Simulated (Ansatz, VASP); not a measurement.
## One calculation of Ir, two programs

```
CELL_PARAMETERS angstrom
2.73730 0.00000 0.00000
-1.36865 2.37057 0.00000
0.00000 0.00000 13.42157
ATOMIC_POSITIONS crystal
Ir 0.00000 0.00000 0.00000
Ir 0.33333 0.66667 0.16763
Ir 0.66667 0.33333 0.33237
Ir 0.00000 0.00000 0.50000
Ir 0.66667 0.33333 0.66763
Ir 0.33333 0.66667 0.83237
```

Alike in both runs: functional PBE; k mesh 18 × 18 × 4; occupations gaussian, width 0.1 eV; no spin polarisation.

Ansatz relaxed the structure, and its values are those at the end. VASP's run is a single point on that final structure, the one shown.

|  | VASP | Ansatz |
| --- | --- | --- |
| version | VASP 6.6.1 | Ansatz 0.2.0 |
| potentials or method | VASP PAW PBE potentials, release 64 (Ir), cutoff 520 eV | scalar-relativistic, plane waves, PAW |
| valence electrons in the cell | 54 | 102 |

Ansatz gave:

| Property | Result |
| --- | --- |
| gap on the k mesh at the Fermi level (eV) | none |
| pressure (GPa) | 0.0 |
| rms of the force components (eV/Å) | 0.000 |

Question: What did VASP give for the same quantities?

Answer: gap on the k mesh at the Fermi level (eV): none; pressure (GPa): 0.5; rms of the force components (eV/Å): 0.003.

A gap of «none» marks a metal or a gap that the smearing closes. VASP's potentials hold 54 valence electrons a cell and Ansatz's 102, so a difference there can come from the potentials and not from the codes.

Neither program's run includes spin-orbit coupling.
